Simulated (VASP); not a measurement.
# Bi2TeSe2 (R-3m) in VASP: notebook, part 2 of 2

VASP 6.6.1.

## (3) Single point, r2SCAN (strain -0.030 along x and y, -0.015 along z)

POSCAR

```
Bi2TeSe2
1.0
    2.0287562046      1.1713029409      9.5666450500
   -2.0287562046      1.1713029409      9.5666450500
    0.0000000000     -2.3426058817      9.5666450500
Bi Te Se
2 1 2
Direct
    0.3980600000      0.3980600000      0.3980600000
    0.6019400000      0.6019400000      0.6019400000
    0.0000000000      0.0000000000      0.0000000000
    0.2116000000      0.2116000000      0.2116000000
    0.7884000000      0.7884000000      0.7884000000
```

INCAR.step1

```
PREC = Accurate ; ENCUT = 520
ISMEAR = 0 ; SIGMA = 0.05
LREAL = False ; LASPH = True
NELM = 80 ; NBANDS = 32
GGA = PE ; ALGO = Normal
EDIFF = 1E-4 ; LWAVE = True
LCHARG = False
```

INCAR.step2

```
PREC = Accurate ; ENCUT = 520
EDIFF = 1E-7 ; ISMEAR = 0
SIGMA = 0.05 ; LREAL = False
LASPH = True ; NELM = 80
ALGO = Normal ; ISIF = 2
LWAVE = False ; LCHARG = True
METAGGA = R2SCAN ; LMIXTAU = True
LELF = True ; LVHAR = True
NBANDS = 32 ; ISTART = 1
```

KPOINTS

```
Automatic mesh
0
Gamma
  6 6 6
```

Potentials or basis: VASP PAW PBE potentials, release 64 (Bi_d, Te, Se).

On the command line:

```console
$ cat potpaw_PBE.64/Bi_d/POTCAR potpaw_PBE.64/Te/POTCAR potpaw_PBE.64/Se/POTCAR > POTCAR
$ cp INCAR.step1 INCAR
$ mpirun -np 1 vasp_std > vasp.out
$ cp INCAR.step2 INCAR
$ mpirun -np 1 vasp_std > vasp.out
```

OUTCAR:

```text
PREC = Accurate
   ENCUT = 520
   EDIFF = 1E-7
   ISMEAR = 0
   LREAL = False
   LASPH = True
   NELM = 80
   ISIF = 2
   METAGGA = R2SCAN
   ISTART = 1

 ion  position               nearest neighbor table
   1  0.398  0.398  0.398-   5 2.86   5 2.86   5 2.86   3 2.99   3 2.99   3 2.99
   2  0.602  0.602  0.602-   4 2.86   4 2.86   4 2.86   3 2.99   3 2.99   3 2.99
   3  0.000  0.000  0.000-   2 2.99   2 2.99   1 2.99   1 2.99   2 2.99   1 2.99
   4  0.212  0.212  0.212-   2 2.86   2 2.86   2 2.86
   5  0.788  0.788  0.788-   1 2.86   1 2.86   1 2.86

  LATTYP: Found a trigonal (rhomboedric) cell.
 ALAT       =     9.8492893058
 COS(alpha) =     0.9151445132

  Lattice vectors:

 A1 = (   2.0287562046,   1.1713029409,   9.5666450500)
 A2 = (  -2.0287562046,   1.1713029409,   9.5666450500)
 A3 = (   0.0000000000,  -2.3426058817,   9.5666450500)

Analysis of symmetry for initial positions (statically):
=====================================================================
 Subroutine PRICEL returns:
 Original cell was already a primitive cell.

[... 176 lines left out ...]
 E-fermi :   6.7856     XC(G=0): -10.4522

 val. band max:        6.5603037703   @ k =   0.0000   0.0000   0.0000
 cond. band min:       7.3190807507   @ k =   0.0000   0.0000   0.0000
 fundamental gap:      0.7587769804
 Fermi energy:         6.7856051391

 k-point     1 :       0.0000    0.0000    0.0000
  band No.  band energies     occupation
      1     -17.5644      2.00000
      2     -17.5644      2.00000
      3     -17.5571      2.00000
      4     -17.5571      2.00000
      5     -17.5364      2.00000
      6     -17.5324      2.00000
[... 829 lines left out ...]
     31      12.4831      0.00000
     32      13.0536      0.00000

 [... further k-points ...]

------------------------ aborting loop because EDIFF is reached ----------------------------------------

  FORCE on cell =-STRESS in cart. coord.  units (eV):
  Direction    XX          YY          ZZ          XY          YZ          ZX
  --------------------------------------------------------------------------------------
  -------------------------------------------------------------------------------------
  Total        8.7731917      8.7731917      8.8907491      0.0000000      0.0000000      0.0000000
  in kB      103.0524205    103.0524205    104.4332826      0.0000000      0.0000000      0.0000000
  external PRESSURE =     103.5127079 kB  Pullay stress =       0.0000000 kB

 VOLUME and BASIS-vectors are now :
 -----------------------------------------------------------------------------
  energy-cutoff  :      520.00
  volume of cell :      136.40
      direct lattice vectors                 reciprocal lattice vectors
     2.028756205  1.171302941  9.566645050     0.246456424  0.142291683  0.034843284
    -2.028756205  1.171302941  9.566645050    -0.246456424  0.142291683  0.034843284
     0.000000000 -2.342605882  9.566645050     0.000000000 -0.284583366  0.034843284

 POSITION                                       TOTAL-FORCE (eV/Angst)
 -----------------------------------------------------------------------------------
      0.00000      0.00000     11.42430         0.000000      0.000000      2.206111
      0.00000      0.00000     17.27564         0.000000     -0.000000     -2.206111
      0.00000      0.00000      0.00000         0.000000     -0.000000      0.000000
      0.00000      0.00000      6.07291         0.000000      0.000000      0.215460
      0.00000      0.00000     22.62703         0.000000     -0.000000     -0.215460
 -----------------------------------------------------------------------------------
    total drift:                               -0.000000     -0.000000     -0.000000

  FREE ENERGIE OF THE ION-ELECTRON SYSTEM (eV)
  ---------------------------------------------------
  free  energy   TOTEN  =      -171.7915117069 eV

  energy  without entropy=     -171.7915117069  energy(sigma->0) =     -171.79151171
```

OSZICAR.step1:

```text
N       E                     dE             d eps       ncg     rms          rms(c)
DAV:   1     0.473663172732E+03    0.47366E+03   -0.22311E+04  2048   0.155E+03
DAV:   2     0.350985777424E+02   -0.43856E+03   -0.42030E+03  2120   0.416E+02
DAV:   3    -0.168655599494E+02   -0.51964E+02   -0.49447E+02  2696   0.149E+02
DAV:   4    -0.190322740429E+02   -0.21667E+01   -0.21579E+01  2344   0.321E+01
DAV:   5    -0.191211107585E+02   -0.88837E-01   -0.88828E-01  3096   0.667E+00    0.712E+00
DAV:   6    -0.184456171247E+02    0.67549E+00   -0.59701E-01  2760   0.762E+00    0.488E+00
DAV:   7    -0.184580558917E+02   -0.12439E-01   -0.43138E-01  2176   0.258E+00    0.316E+00
DAV:   8    -0.184635389485E+02   -0.54831E-02   -0.63021E-02  2704   0.128E+00    0.488E-01
DAV:   9    -0.184617595297E+02    0.17794E-02   -0.29235E-03  2328   0.461E-01    0.314E-01
DAV:  10    -0.184619126265E+02   -0.15310E-03   -0.27499E-03  2160   0.245E-01    0.809E-02
DAV:  11    -0.184618820209E+02    0.30606E-04   -0.29005E-04  2048   0.137E-01
   1 F= -.18461882E+02 E0= -.18461882E+02  d E =-.323814E-11
```

Wall time 35 min (1 thread of Intel Xeon 6975P-C (Granite Rapids), shared host); peak memory 1.2 GiB.

Results:

```yaml
Free_energy: -171.7915 eV
Pressure: 10.4 GPa
Largest_force: 2.206 eV/Å
Band_gap_on_the_k_mesh: 0.76 eV
```

Forces on the atoms (eV/Å):
```
Bi   0.000  0.000  2.206
Bi   0.000  0.000 -2.206
Te   0.000  0.000  0.000
Se   0.000  0.000  0.215
Se   0.000  0.000 -0.215
```

Stress tensor (GPa, compression positive):
```
10.31  0.00  0.00
 0.00 10.31  0.00
 0.00  0.00 10.44
```

Levels at points of the mesh, in eV from the valence-band top:
| k point | band 21 | band 22 | band 23 | band 24 | band 25 | band 26 | band 27 | band 28 |
| --- | --- | --- | --- | --- | --- | --- | --- | --- |
| (0.00, 0.00, 0.00) | -1.98 | -1.33 | -1.33 | 0.00 | 0.76 | 0.96 | 0.96 | 2.45 |
| (0.50, 0.00, 0.00) | -3.25 | -2.66 | -1.43 | -0.67 | 1.00 | 1.42 | 2.85 | 3.27 |
| (0.50, 0.50, 0.00) | -2.23 | -2.12 | -1.99 | -1.24 | 1.25 | 1.94 | 2.09 | 3.04 |
| (0.50, 0.50, 0.50) | -1.60 | -1.60 | -1.28 | -0.46 | 1.11 | 1.24 | 1.24 | 2.26 |

Caveat: the cell differs from its parent crystal (strain -0.030 along x and y, -0.015 along z); the cell stands under pressure; the PAW data sets were made with another functional, which shifts forces and pressure a little; spin-orbit coupling is left out, which moves the levels of the heavy elements.
